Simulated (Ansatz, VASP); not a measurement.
**Bi2Te in VASP and in Ansatz**

```
CELL_PARAMETERS angstrom
-4.17328 4.17328 3.10791
4.17328 -4.17328 3.10791
4.17328 4.17328 -3.10791
ATOMIC_POSITIONS crystal
Bi 0.37500 0.62504 0.75004
Bi 0.87500 0.62496 0.24996
Bi 0.37496 0.12500 0.74996
Bi 0.37504 0.62500 0.25004
Te 0.00000 0.00000 0.00000
Te 0.75000 0.25000 0.50000
```

Alike in both runs: functional PBE; k mesh 8 × 8 × 8; occupations gaussian, width 0.1 eV; no spin polarisation.

Ansatz relaxed the structure, and its values are those at the end. VASP's run is a single point on that final structure, the one shown.

|  | VASP | Ansatz |
| --- | --- | --- |
| version | VASP 6.6.1 | Ansatz 0.2.0 |
| potentials or method | VASP PAW PBE potentials, release 64 (Bi_d, Te), cutoff 520 eV | scalar-relativistic, plane waves, PAW |
| valence electrons in the cell | 72 | 92 |

```tsv
	VASP	Ansatz	Ansatz less VASP
gap on the k mesh at the Fermi level (eV)	none	none	-
pressure (GPa)	0.0	0.0	+0.04
```

A gap of «none» marks a metal or a gap that the smearing closes. VASP's potentials hold 72 valence electrons a cell and Ansatz's 92, so a difference there can come from the potentials and not from the codes.

Neither program's run includes spin-orbit coupling.
